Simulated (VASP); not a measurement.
# Ag2O (Pn-3m) in VASP: notebook

Aim: see how the results for Ag2O move with the level of theory and the settings. Levels: r2SCAN, PBE. Tasks: single point, relaxation of cell and atoms.

Everything below comes from runs of VASP 6.6.1. Logs are shortened: lines on timing, memory, paths and dates and some standing lists are left out, and cuts for length are marked.

### Step 1. The cell of the first run

Symmetry: Pn-3m, No. 224, cubic system. Conventional cell: a = 4.820 Å, b = 4.820 Å, c = 4.820 Å, α = 90.00°, β = 90.00°, γ = 90.00°. Within 2.8 Å of Ag (site symmetry -3m) lie 2 O at 2.09 Å. Within 2.8 Å of O (site symmetry -43m) lie 4 Ag at 2.09 Å.

### Step 2. Single point, r2SCAN

Contents of POSCAR:

```
Ag2O
1.0
    4.8199497600      0.0000000000      0.0000000000
    0.0000000000      4.8199497600      0.0000000000
    0.0000000000      0.0000000000      4.8199497600
Ag O
4 2
Direct
    0.2500000000      0.2500000000      0.2500000000
    0.2500000000      0.7500000000      0.7500000000
    0.7500000000      0.7500000000      0.2500000000
    0.7500000000      0.2500000000      0.7500000000
    0.0000000000      0.0000000000      0.0000000000
    0.5000000000      0.5000000000      0.5000000000
```

Contents of INCAR.step1:

```
SYSTEM = Ag2O
ALGO = Normal
EDIFF = 1E-5
ENCUT = 660
GGA = PE
GGA_COMPAT = .False.
ISMEAR = -1
LASPH = .True.
LCHARG = .False.
LREAL = .False.
LWAVE = .True.
NBANDS = 37
NELM = 120
PREC = Accurate
SIGMA = 0.1
```

Contents of INCAR.step2:

```
SYSTEM = Ag2O
ALGO = Normal
EDIFF = 1E-6
ENCUT = 660
GGA_COMPAT = .False.
ISIF = 2
ISMEAR = -1
ISTART = 1
LASPH = .True.
LCHARG = .False.
LMIXTAU = .True.
LREAL = .False.
LWAVE = .False.
METAGGA = R2SCAN
NBANDS = 37
NELM = 120
PREC = Accurate
SIGMA = 0.1
```

Contents of KPOINTS:

```
k-points
0
Gamma
  7 7 7
  0 0 0
```

Potentials or basis: VASP PAW PBE potentials, release 64 (Ag, O).

Started as:

```console
cat potpaw_PBE.64/Ag/POTCAR potpaw_PBE.64/O/POTCAR > POTCAR
cp INCAR.step1 INCAR
mpirun -np 1 vasp_std > vasp.out
cp INCAR.step2 INCAR
mpirun -np 1 vasp_std > vasp.out
```

OUTCAR:

```text
SYSTEM = Ag2O
   EDIFF = 1E-6
   ENCUT = 660
   ISIF = 2
   ISMEAR = -1
   ISTART = 1
   LASPH = .True.
   LREAL = .False.
   METAGGA = R2SCAN
   NELM = 120
   PREC = Accurate

 ion  position               nearest neighbor table
   1  0.250  0.250  0.250-   5 2.09   6 2.09   4 3.41   2 3.41   3 3.41   2 3.41   4 3.41   2 3.41
                             3 3.41   2 3.41   3 3.41   4 3.41   4 3.41   3 3.41
   2  0.250  0.750  0.750-   5 2.09   6 2.09   4 3.41   1 3.41   3 3.41   1 3.41   3 3.41   1 3.41
                             4 3.41   1 3.41   3 3.41   4 3.41   3 3.41   4 3.41
   3  0.750  0.750  0.250-   5 2.09   6 2.09   4 3.41   1 3.41   2 3.41   2 3.41   4 3.41   1 3.41
                             4 3.41   4 3.41   1 3.41   2 3.41   2 3.41   1 3.41
   4  0.750  0.250  0.750-   5 2.09   6 2.09   3 3.41   1 3.41   2 3.41   1 3.41   3 3.41   2 3.41
                             3 3.41   3 3.41   1 3.41   2 3.41   1 3.41   2 3.41
   5  0.000  0.000  0.000-   1 2.09   2 2.09   3 2.09   4 2.09
   6  0.500  0.500  0.500-   1 2.09   2 2.09   3 2.09   4 2.09

  LATTYP: Found a simple cubic cell.
 ALAT       =     4.8199497600

  Lattice vectors:

 A1 = (   4.8199497600,   0.0000000000,   0.0000000000)
 A2 = (   0.0000000000,   4.8199497600,   0.0000000000)
 A3 = (   0.0000000000,   0.0000000000,   4.8199497600)

Analysis of symmetry for initial positions (statically):
=====================================================================
 Subroutine PRICEL returns:
 Original cell was already a primitive cell.

 Routine SETGRP: Setting up the symmetry group for a
 simple cubic supercell.

 Subroutine GETGRP returns: Found 48 space group operations
 (whereof 24 operations were pure point group operations)
 out of a pool of 48 trial point group operations.

The static configuration has the point symmetry T_d .
 The point group associated with its full space group is O_h .

Analysis of symmetry for dynamics (positions and initial velocities):
=====================================================================
 Subroutine PRICEL returns:
 Original cell was already a primitive cell.

 Routine SETGRP: Setting up the symmetry group for a
 simple cubic supercell.

 Subroutine GETGRP returns: Found 48 space group operations
 (whereof 24 operations were pure point group operations)
 out of a pool of 48 trial point group operations.

The dynamic configuration has the point symmetry T_d .
 The point group associated with its full space group is O_h .

 Subroutine INISYM returns: Found 48 space group operations
 (whereof 24 operations are pure point group operations),
 and found     1 'primitive' translations

----------------------------------------------------------------------------------------

                                     Primitive cell

  volume of cell :     111.9767

  direct lattice vectors                    reciprocal lattice vectors
     4.819949760  0.000000000  0.000000000     0.207471042  0.000000000  0.000000000
     0.000000000  4.819949760  0.000000000     0.000000000  0.207471042  0.000000000
     0.000000000  0.000000000  4.819949760     0.000000000  0.000000000  0.207471042

  length of vectors
     4.819949760  4.819949760  4.819949760     0.207471042  0.207471042  0.207471042

  position of ions in fractional coordinates (direct lattice)
     0.250000000  0.250000000  0.250000000
     0.250000000  0.750000000  0.750000000
     0.750000000  0.750000000  0.250000000
     0.750000000  0.250000000  0.750000000
     0.000000000  0.000000000  0.000000000
     0.500000000  0.500000000  0.500000000

  ion indices of the primitive-cell ions
   primitive index   ion index
                 1           1
                 2           2
                 3           3
                 4           4
                 5           5
                 6           6

----------------------------------------------------------------------------------------

 KPOINTS: k-points

Automatic generation of k-mesh.
 Grid dimensions read from file:
 generate k-points for:    7    7    7

 Generating k-lattice:

  Cartesian coordinates                     Fractional coordinates (reciprocal lattice)
     0.029638720  0.000000000  0.000000000     0.142857143  0.000000000  0.000000000
     0.000000000  0.029638720  0.000000000     0.000000000  0.142857143  0.000000000
     0.000000000  0.000000000  0.029638720     0.000000000  0.000000000  0.142857143

  Length of vectors
     0.029638720  0.029638720  0.029638720

  Shift w.r.t. Gamma in fractional coordinates (k-lattice)
     0.000000000  0.000000000  0.000000000

 Subroutine IBZKPT returns following result:
 ===========================================

 Found     20 irreducible k-points:

 Following reciprocal coordinates:
            Coordinates               Weight
  0.000000  0.000000  0.000000      1.000000
  0.142857  0.000000  0.000000      6.000000
  0.285714  0.000000  0.000000      6.000000
  0.428571  0.000000  0.000000      6.000000
  0.142857  0.142857  0.000000     12.000000
  0.285714  0.142857  0.000000     24.000000
[... 12 lines left out ...]
  0.428571  0.428571  0.285714     24.000000
  0.428571  0.428571  0.428571      8.000000
   k-points           NKPTS =     20   k-points in BZ     NKDIM =     20   number of bands    NBANDS=     37
   number of dos      NEDOS =    301   number of ions     NIONS =      6
   total plane-waves  NPLWV =  64000
   dimension x,y,z NGX =    40 NGY =   40 NGZ =   40
   dimension x,y,z NGXF=    80 NGYF=   80 NGZF=   80
   ions per type =               4   2
   NGX,Y,Z   is equivalent  to a cutoff of  13.80, 13.80, 13.80 a.u.
   NGXF,Y,Z  is equivalent  to a cutoff of  27.59, 27.59, 27.59 a.u.
 SYSTEM =  Ag2O
   PREC   = accura    normal or accurate (medium, high low for compatibility)
   ISTART =      1    job   : 0-new  1-cont  2-samecut
   ICHARG =      0    charge: 1-file 2-atom 10-const
   ISPIN  =      1    spin polarized calculation?
   LNONCOLLINEAR =      F non collinear calculations
   LSORBIT =      F    spin-orbit coupling
   LASPH  =      T    aspherical Exc in radial PAW
   ENCUT  =  660.0 eV  48.51 Ry    6.96 a.u.  10.10 10.10 10.10*2*pi/ulx,y,z
   NELM   =    120;   NELMIN=  2; NELMDL=  0     # of ELM steps
   EDIFF  = 0.1E-05   stopping-criterion for ELM
   LREAL  =      F    real-space projection
   EDIFFG = 0.1E-04   stopping-criterion for IOM
   NSW    =      0    number of steps for IOM
   IBRION =     -1    ionic relax: 0-MD 1-quasi-New 2-CG
   NFREE  =      0    steps in history (QN), initial steepest desc. (CG)
   ISIF   =      2    stress and relaxation
   ISYM   =      2    0-nonsym 1-usesym 2-fastsym
   POTIM  = 0.5000    time-step for ionic-motion
   TEBEG  =    0.0;   TEEND  =   0.0 temperature during run
   PSTRESS=    0.0 pullay stress
   NELECT =      56.0000    total number of electrons
   NUPDOWN=      -1.0000    fix difference up-down
   EMIN   =  10.00;   EMAX   =-10.00  energy-range for DOS
   EFERMI =   0.00;   METHOD = LEGACY
   ISMEAR =    -1;   SIGMA  =   0.10  broadening in eV -4-tet -1-fermi 0-gaus
   EFERMI_NEDOS =   21; number of points for ismear=-14 and -15
   IALGO  =     38    algorithm
   IMIX   =      4    mixing-type and parameters
     AMIX     =   0.40;   BMIX     =  1.00
     AMIX_MAG =   1.60;   BMIX_MAG =  1.00
  volume/ion in A,a.u.               =      18.66       125.94
  Fermi-wavevector in a.u.,A,eV,Ry     =   1.299456  2.455616 22.974615  1.688587
  Thomas-Fermi vector in A             =   2.430719
   LORBIT       =      0    0 simple, 1 ext, 2 COOP (PROOUT), +10 PAW based schemes
   METAGGA = R2SCAN    functional components
   LHFCALC =     F    Hartree Fock is set to
   AEXX    =    0.0000 exact exchange contribution
   IVDW    =     0    specifies the selected vdW correction
   LEPSILON=     F    determine dielectric tensor
   LRPA    =     F    only Hartree local field effects (RPA)
 non-spin polarized calculation
  energy-cutoff  :      660.00
  volume of cell :      111.98
 maximum number of plane-waves:      4337
   NGX = 21   NGY = 21   NGZ = 21

 number of electron      55.9999979 magnetization

 Free energy of the ion-electron system (eV)
  ---------------------------------------------------
  ext. energy  EPLUGINS =         0.00000000
  ---------------------------------------------------
  free energy    TOTEN  =       -98.32043740 eV

  energy without entropy =      -98.31298747  energy(sigma->0) =      -98.31671244

 E-fermi :   3.9600     XC(G=0): -10.7279

 val. band max:        3.8925248428   @ k =   0.0000   0.0000   0.0000
 cond. band min:       4.1447662813   @ k =   0.1429   0.0000   0.0000
 fundamental gap:      0.2522414385
 Fermi energy:         3.9600434049

 k-point     1 :       0.0000    0.0000    0.0000
  band No.  band energies     occupation
      1     -15.6842      2.00000
      2     -15.1240      2.00000
      3      -2.7252      2.00000
      4      -2.7252      2.00000
      5      -2.7252      2.00000
      6      -0.5402      2.00000
[... 29 lines left out ...]
     36      12.7656      0.00000
     37      12.7656      0.00000

 k-point     2 :       0.1429    0.0000    0.0000
  band No.  band energies     occupation
      1     -15.6576      2.00000
      2     -15.1529      2.00000
      3      -2.6596      2.00000
      4      -2.6596      2.00000
      5      -2.6346      2.00000
      6      -0.4868      2.00000
[... 29 lines left out ...]
     36      12.4904      0.00000
     37      12.4904      0.00000

 k-point     3 :       0.2857    0.0000    0.0000
  band No.  band energies     occupation
      1     -15.5824      2.00000
      2     -15.2333      2.00000
      3      -2.4788      2.00000
      4      -2.4788      2.00000
      5      -2.3718      2.00000
      6      -0.8954      2.00000
[... 29 lines left out ...]
     36      12.0067      0.00000
     37      12.0067      0.00000

 k-point     4 :       0.4286    0.0000    0.0000
  band No.  band energies     occupation
      1     -15.4722      2.00000
      2     -15.3477      2.00000
      3      -2.2614      2.00000
      4      -2.2614      2.00000
      5      -1.9607      2.00000
      6      -1.4435      2.00000
[... 29 lines left out ...]
     36      11.7000      0.00000
     37      11.8636      0.00000
[... 523 lines left out ...]
      1     -15.5510      2.00000
      2     -15.2542      2.00000
      3      -2.4684      2.00000
      4      -2.4552      2.00000
      5      -2.2059      2.00000
      6      -1.1044      2.00000
[... 29 lines left out ...]
     36      12.4480      0.00000
     37      14.1890      0.00000

 k-point    19 :       0.4286    0.4286    0.2857
  band No.  band energies     occupation
      1     -15.5828      2.00000
      2     -15.2168      2.00000
      3      -2.5118      2.00000
      4      -2.4996      2.00000
      5      -2.3606      2.00000
      6      -0.8389      2.00000
[... 29 lines left out ...]
     36      11.5906      0.00000
     37      15.0977      0.00000

 k-point    20 :       0.4286    0.4286    0.4286
  band No.  band energies     occupation
      1     -15.6244      2.00000
      2     -15.1681      2.00000
      3      -2.5661      2.00000
      4      -2.5661      2.00000
      5      -2.5250      2.00000
      6      -0.4993      2.00000
[... 29 lines left out ...]
     36      10.6035      0.00000
     37      16.6245      0.00000

------------------------ aborting loop because EDIFF is reached ----------------------------------------

  FORCE on cell =-STRESS in cart. coord.  units (eV):
  Direction    XX          YY          ZZ          XY          YZ          ZX
  --------------------------------------------------------------------------------------
  -------------------------------------------------------------------------------------
  Total       -2.1699012     -2.1699012     -2.1699012      0.0000000      0.0000000      0.0000000
  in kB      -31.0472404    -31.0472404    -31.0472404      0.0000000      0.0000000      0.0000000
  external PRESSURE =     -31.0472404 kB  Pullay stress =       0.0000000 kB

 VOLUME and BASIS-vectors are now :
 -----------------------------------------------------------------------------
  energy-cutoff  :      660.00
  volume of cell :      111.98
      direct lattice vectors                 reciprocal lattice vectors
     4.819949760  0.000000000  0.000000000     0.207471042  0.000000000  0.000000000
     0.000000000  4.819949760  0.000000000     0.000000000  0.207471042  0.000000000
     0.000000000  0.000000000  4.819949760     0.000000000  0.000000000  0.207471042

 POSITION                                       TOTAL-FORCE (eV/Angst)
 -----------------------------------------------------------------------------------
      1.20499      1.20499      1.20499        -0.000000     -0.000000     -0.000000
      1.20499      3.61496      3.61496        -0.000000     -0.000000      0.000000
      3.61496      3.61496      1.20499        -0.000000      0.000000     -0.000000
      3.61496      1.20499      3.61496         0.000000      0.000000     -0.000000
      0.00000      0.00000      0.00000        -0.000000      0.000000      0.000000
      2.40997      2.40997      2.40997        -0.000000      0.000000      0.000000
 -----------------------------------------------------------------------------------
    total drift:                                0.000000      0.000000     -0.000000

  FREE ENERGIE OF THE ION-ELECTRON SYSTEM (eV)
  ---------------------------------------------------
  free  energy   TOTEN  =       -98.3204374016 eV

  energy  without entropy=      -98.3129874733  energy(sigma->0) =      -98.31671244
```

Wall time 3.1 min (1 thread of Oxide Virtual Turin-like, shared host); peak memory 0.27 GiB.

Results:

```
Free energy            : -98.3204 eV
Pressure               : -3.1 GPa
Band gap on the k mesh : 0.18 eV
```

Caveat: the cell stands under tension; semilocal functionals underestimate gaps, and a narrow one can read as zero; the PAW data sets were made with another functional, which shifts forces and pressure a little; an odd mesh through Γ misses points on the zone boundary, where band edges can lie.

(Continued in part 2 of 2.)

The gap in the log of VASP goes by the Fermi energy; the results here count the filled bands.